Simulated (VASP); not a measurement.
Runs of VASP 6.6.1 on Ti3Si. The structure is that of space group Fm-3m (No. 225), or close to it. The cells are those of the table. 

```csv
cell,gap on the mesh (eV),pressure (GPa)
"a = 4.590 Å, angles 60.0°, 4 atoms",none,(a)
"a = 4.293 Å, angles 60.0°, 4 atoms",none,6.2
"a = 4.520 Å, angles 60.0°, 4 atoms",none,-13.9
"a = 4.409 Å, angles 60.0°, 4 atoms",none,-5.8
"a = 4.555 Å, angles 60.0°, 4 atoms",none,-15.9
"a = 4.371 Å, angles 60.0°, 4 atoms",none,-2.3
"a = 4.447 Å, angles 60.0°, 4 atoms",none,(b)
"a = 4.333 Å, angles 60.0°, 4 atoms",none,1.7
```

Alike in all rows: task single point; level LDA; potentials or basis VASP PAW LDA potentials, release 64 (Ti_sv, Si); no spin polarisation; k mesh 6 × 6 × 6; cutoff (eV) 520; smearing fermi-dirac 0.1 eV.

Question: Fill in the values left out.

Answer: (a) -17.7; (b) -8.8.

A gap of «none» marks levels without a gap at the run's occupations.
